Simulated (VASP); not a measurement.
Mg7Cd9O16, 64 atoms in the cell. The typed cell holds 64 atoms: a = 9.033 Å, b = 9.033 Å, c = 9.033 Å, α = 90.00°, β = 90.00°, γ = 90.00°. 

* Program: VASP 6.6.1
* Task: single point
* Functional: PBEsol
* Potentials or basis: VASP PAW PBE potentials, release 64 (O, Mg, Cd)
* Cutoff: 520 eV
* k mesh: 1 × 1 × 1, shifted
* Occupations: fermi-dirac, width 0.05 eV
* Spin: no spin polarisation
* Dipole correction: no
* Further INCAR settings: LREAL = Auto; ALGO = Normal; EDIFF = 1e-06; NBANDS = 256; ISYM = 0

Potentials or basis: VASP PAW PBE potentials, release 64 (O, Mg, Cd).

The run is started by

```console
$ cat potpaw_PBE.64/O/POTCAR potpaw_PBE.64/Mg/POTCAR potpaw_PBE.64/Cd/POTCAR > POTCAR
$ mpirun -np 1 vasp_std > vasp.out
```

Hardware: 1 × NVIDIA H100 80GB with 1 thread of AMD EPYC 7R13 Processor (Zen 3), with other jobs on the host.

Task: Estimate the wall time of this run.

Result: It took 2.6 min on 1 × NVIDIA H100 80GB with 1 thread of AMD EPYC 7R13 Processor (Zen 3), on a shared host, peak memory 1.8 GiB. Counts: scf iterations 18, k points 4.
